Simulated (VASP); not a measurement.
# BaTiO3 (Pm-3m) in VASP: a series of runs, part 3 of 3

VASP 6.6.1.

**6. Single point, r2SCAN (13.25 Å³/atom)**

This run uses another cell than the first one, of 13.25 Å³/atom.

File POSCAR:

```
BaTiO3
1.0
    4.0466051576      0.0000000000      0.0000000000
    0.0000000000      4.0466051576      0.0000000000
    0.0000000000      0.0000000000      4.0466051576
Ba Ti O
1 1 3
Direct
    0.5000000000      0.5000000000      0.5000000000
    0.0000000000      0.0000000000      0.0000000000
    0.5000000000      0.0000000000      0.0000000000
    0.0000000000      0.5000000000      0.0000000000
    0.0000000000      0.0000000000      0.5000000000
```

File INCAR.step1:

```
  ALGO = Normal
  EDIFF = 1E-4
  ENCUT = 520
  GGA = PE
  ISMEAR = 0
  LASPH = T
  LCHARG = F
  LREAL = F
  LWAVE = T
  NBANDS = 28
  NELM = 100
  PREC = Accurate
  SIGMA = 0.05
```

File INCAR.step2:

```
  ALGO = Normal
  EDIFF = 1E-7
  ENCUT = 520
  ISIF = 2
  ISMEAR = 0
  ISTART = 1
  LASPH = T
  LCHARG = T
  LELF = T
  LMIXTAU = T
  LREAL = F
  LVHAR = T
  LWAVE = F
  METAGGA = R2SCAN
  NBANDS = 28
  NELM = 100
  PREC = Accurate
  SIGMA = 0.05
```

File KPOINTS:

```
k-points
0
Gamma
  6 6 6
```

Potentials or basis: VASP PAW PBE potentials, release 64 (Ba_sv, Ti_sv, O).

Run with:

```
> cat potpaw_PBE.64/Ba_sv/POTCAR potpaw_PBE.64/Ti_sv/POTCAR potpaw_PBE.64/O/POTCAR > POTCAR
> cp INCAR.step1 INCAR
> mpirun -np 1 vasp_std > vasp.out
> cp INCAR.step2 INCAR
> mpirun -np 1 vasp_std > vasp.out
```

OUTCAR:

```text
EDIFF = 1E-7
   ENCUT = 520
   ISIF = 2
   ISMEAR = 0
   ISTART = 1
   LASPH = T
   LREAL = F
   METAGGA = R2SCAN
   NELM = 100
   PREC = Accurate

 ion  position               nearest neighbor table
   1  0.500  0.500  0.500-   3 2.86   4 2.86   5 2.86   3 2.86   4 2.86   3 2.86   5 2.86   3 2.86
                             4 2.86   5 2.86   4 2.86   5 2.86   2 3.50   2 3.50   2 3.50   2 3.50
   2  0.000  0.000  0.000-   3 2.02   4 2.02   5 2.02   5 2.02   4 2.02   3 2.02   1 3.50   1 3.50
                             1 3.50   1 3.50   1 3.50   1 3.50   1 3.50   1 3.50
   3  0.500  0.000  0.000-   2 2.02   2 2.02   1 2.86   1 2.86   1 2.86   1 2.86
   4  0.000  0.500  0.000-   2 2.02   2 2.02   1 2.86   1 2.86   1 2.86   1 2.86
   5  0.000  0.000  0.500-   2 2.02   2 2.02   1 2.86   1 2.86   1 2.86   1 2.86

  LATTYP: Found a simple cubic cell.
 ALAT       =     4.0466051576

  Lattice vectors:

 A1 = (   4.0466051576,   0.0000000000,   0.0000000000)
 A2 = (   0.0000000000,   4.0466051576,   0.0000000000)
 A3 = (   0.0000000000,   0.0000000000,   4.0466051576)

Analysis of symmetry for initial positions (statically):
=====================================================================
 Subroutine PRICEL returns:
 Original cell was already a primitive cell.

 Routine SETGRP: Setting up the symmetry group for a
 simple cubic supercell.

 Subroutine GETGRP returns: Found 48 space group operations
 (whereof 48 operations were pure point group operations)
 out of a pool of 48 trial point group operations.

The static configuration has the point symmetry O_h .

Analysis of symmetry for dynamics (positions and initial velocities):
=====================================================================
 Subroutine PRICEL returns:
 Original cell was already a primitive cell.

 Routine SETGRP: Setting up the symmetry group for a
 simple cubic supercell.

 Subroutine GETGRP returns: Found 48 space group operations
 (whereof 48 operations were pure point group operations)
 out of a pool of 48 trial point group operations.

The dynamic configuration has the point symmetry O_h .

 Subroutine INISYM returns: Found 48 space group operations
 (whereof 48 operations are pure point group operations),
 and found     1 'primitive' translations

----------------------------------------------------------------------------------------

                                     Primitive cell

  volume of cell :      66.2632

  direct lattice vectors                    reciprocal lattice vectors
     4.046605158  0.000000000  0.000000000     0.247120725  0.000000000  0.000000000
     0.000000000  4.046605158  0.000000000     0.000000000  0.247120725  0.000000000
     0.000000000  0.000000000  4.046605158     0.000000000  0.000000000  0.247120725

  length of vectors
     4.046605158  4.046605158  4.046605158     0.247120725  0.247120725  0.247120725

  position of ions in fractional coordinates (direct lattice)
     0.500000000  0.500000000  0.500000000
     0.000000000  0.000000000  0.000000000
     0.500000000  0.000000000  0.000000000
[... 30 lines left out ...]
     0.000000000  0.000000000  0.000000000

 Subroutine IBZKPT returns following result:
 ===========================================

 Found     20 irreducible k-points:

 Following reciprocal coordinates:
            Coordinates               Weight
  0.000000  0.000000  0.000000      1.000000
  0.166667  0.000000  0.000000      6.000000
  0.333333  0.000000  0.000000      6.000000
  0.500000  0.000000  0.000000      3.000000
  0.166667  0.166667  0.000000     12.000000
  0.333333  0.166667  0.000000     24.000000
[... 12 lines left out ...]
  0.500000  0.500000  0.333333      6.000000
  0.500000  0.500000  0.500000      1.000000
   k-points           NKPTS =     20   k-points in BZ     NKDIM =     20   number of bands    NBANDS=     28
   number of dos      NEDOS =    301   number of ions     NIONS =      5
   total plane-waves  NPLWV =  27000
   dimension x,y,z NGX =    30 NGY =   30 NGZ =   30
   dimension x,y,z NGXF=    60 NGYF=   60 NGZF=   60
   ions per type =               1   1   3
   NGX,Y,Z   is equivalent  to a cutoff of  12.32, 12.32, 12.32 a.u.
   NGXF,Y,Z  is equivalent  to a cutoff of  24.65, 24.65, 24.65 a.u.
 SYSTEM =  unknown system
   PREC   = accura    normal or accurate (medium, high low for compatibility)
   ISTART =      1    job   : 0-new  1-cont  2-samecut
   ICHARG =      0    charge: 1-file 2-atom 10-const
   ISPIN  =      1    spin polarized calculation?
   LNONCOLLINEAR =      F non collinear calculations
   LSORBIT =      F    spin-orbit coupling
   LASPH  =      T    aspherical Exc in radial PAW
   ENCUT  =  520.0 eV  38.22 Ry    6.18 a.u.   7.52  7.52  7.52*2*pi/ulx,y,z
   NELM   =    100;   NELMIN=  2; NELMDL=  0     # of ELM steps
   EDIFF  = 0.1E-06   stopping-criterion for ELM
   LREAL  =      F    real-space projection
   EDIFFG = 0.1E-05   stopping-criterion for IOM
   NSW    =      0    number of steps for IOM
   IBRION =     -1    ionic relax: 0-MD 1-quasi-New 2-CG
   NFREE  =      0    steps in history (QN), initial steepest desc. (CG)
   ISIF   =      2    stress and relaxation
   ISYM   =      2    0-nonsym 1-usesym 2-fastsym
   POTIM  = 0.5000    time-step for ionic-motion
   TEBEG  =    0.0;   TEEND  =   0.0 temperature during run
   PSTRESS=    0.0 pullay stress
   NELECT =      40.0000    total number of electrons
   NUPDOWN=      -1.0000    fix difference up-down
   EMIN   =  10.00;   EMAX   =-10.00  energy-range for DOS
   EFERMI =   0.00;   METHOD = LEGACY
   ISMEAR =     0;   SIGMA  =   0.05  broadening in eV -4-tet -1-fermi 0-gaus
   EFERMI_NEDOS =   21; number of points for ismear=-14 and -15
   IALGO  =     38    algorithm
   IMIX   =      4    mixing-type and parameters
     AMIX     =   0.40;   BMIX     =  1.00
     AMIX_MAG =   1.60;   BMIX_MAG =  1.00
  volume/ion in A,a.u.               =      13.25        89.43
  Fermi-wavevector in a.u.,A,eV,Ry     =   1.383579  2.614585 26.045512  1.914291
  Thomas-Fermi vector in A             =   2.508164
   LORBIT       =      0    0 simple, 1 ext, 2 COOP (PROOUT), +10 PAW based schemes
   METAGGA = R2SCAN    functional components
   LHFCALC =     F    Hartree Fock is set to
   AEXX    =    0.0000 exact exchange contribution
   IVDW    =     0    specifies the selected vdW correction
   LEPSILON=     F    determine dielectric tensor
   LRPA    =     F    only Hartree local field effects (RPA)
 non-spin polarized calculation
 Gauss-broadening in eV      SIGMA  =   0.05
  energy-cutoff  :      520.00
  volume of cell :       66.26
 maximum number of plane-waves:      1804
   NGX = 15   NGY = 15   NGZ = 15

 number of electron      39.9999979 magnetization

 Free energy of the ion-electron system (eV)
  ---------------------------------------------------
  ext. energy  EPLUGINS =         0.00000000
  ---------------------------------------------------
  free energy    TOTEN  =       -74.20900246 eV

  energy without entropy =      -74.20900246  energy(sigma->0) =      -74.20900246

 E-fermi :   3.6349     XC(G=0): -11.7333

 val. band max:        3.2821938375   @ k =   0.5000   0.5000   0.5000
 cond. band min:       5.3369618051   @ k =   0.0000   0.0000   0.0000
 fundamental gap:      2.0547679676
 Fermi energy:         3.6349249586

 k-point     1 :       0.0000    0.0000    0.0000
  band No.  band energies     occupation
      1     -55.7537      2.00000
      2     -30.8928      2.00000
      3     -30.8928      2.00000
      4     -30.8928      2.00000
      5     -22.2694      2.00000
      6     -14.5052      2.00000
[... 609 lines left out ...]
     27      11.0081      0.00000
     28      11.0081      0.00000

------------------------ aborting loop because EDIFF is reached ----------------------------------------

  FORCE on cell =-STRESS in cart. coord.  units (eV):
  Direction    XX          YY          ZZ          XY          YZ          ZX
  --------------------------------------------------------------------------------------
  -------------------------------------------------------------------------------------
  Total       -1.9730557     -1.9730557     -1.9730557     -0.0000000     -0.0000000     -0.0000000
  in kB      -47.7064867    -47.7064867    -47.7064867     -0.0000000     -0.0000000     -0.0000000
  external PRESSURE =     -47.7064867 kB  Pullay stress =       0.0000000 kB

 VOLUME and BASIS-vectors are now :
 -----------------------------------------------------------------------------
  energy-cutoff  :      520.00
  volume of cell :       66.26
      direct lattice vectors                 reciprocal lattice vectors
     4.046605158  0.000000000  0.000000000     0.247120725  0.000000000  0.000000000
     0.000000000  4.046605158  0.000000000     0.000000000  0.247120725  0.000000000
     0.000000000  0.000000000  4.046605158     0.000000000  0.000000000  0.247120725

 POSITION                                       TOTAL-FORCE (eV/Angst)
 -----------------------------------------------------------------------------------
      2.02330      2.02330      2.02330         0.000000      0.000000      0.000000
      0.00000      0.00000      0.00000         0.000000      0.000000      0.000000
      2.02330      0.00000      0.00000         0.000000      0.000000      0.000000
      0.00000      2.02330      0.00000         0.000000      0.000000      0.000000
      0.00000      0.00000      2.02330         0.000000      0.000000      0.000000
 -----------------------------------------------------------------------------------
    total drift:                               -0.000000     -0.000000      0.000000

  FREE ENERGIE OF THE ION-ELECTRON SYSTEM (eV)
  ---------------------------------------------------
  free  energy   TOTEN  =       -74.2090024631 eV

  energy  without entropy=      -74.2090024631  energy(sigma->0) =      -74.20900246
```

Wall time 3.4 min (1 thread of AMD EPYC 7R13, shared host); peak memory 0.17 GiB.

What came out:

* Free energy: -74.2090 eV
* Pressure: -4.8 GPa
* Band gap on the k mesh: 2.05 eV (least direct gap 2.24 eV)

Caveat: the cell stands under tension; the PAW data sets were made with another functional, which shifts forces and pressure a little; spin-orbit coupling is left out, which moves the levels of the heavy elements. r2SCAN opens gaps a little over a GGA but as a rule still falls short of measured ones.

**7. Overview**

```csv
cell,gap on the mesh (eV),pressure (GPa)
"a = 3.940 Å, 5 atoms",2.24,10.4
"a = 3.967 Å, 5 atoms",2.20,6.0
"a = 3.994 Å, 5 atoms",2.15,2.0
"a = 4.020 Å, 5 atoms",2.10,-1.6
"a = 4.047 Å, 5 atoms",2.05,-4.8
```

Alike in all rows: task single point; level r2SCAN; potentials or basis VASP PAW PBE potentials, release 64 (Ba_sv, Ti_sv, O); no spin polarisation; k mesh 6 × 6 × 6; cutoff (eV) 520; smearing gaussian 0.05 eV.

Caveats: the PAW data sets were made with another functional, which shifts forces and pressure a little; spin-orbit coupling is left out, which moves the levels of the heavy elements; the cell stands under pressure (at least some runs); the cell stands under tension (at least some runs).

Absolute energies hang on the potentials; compare differences alone.
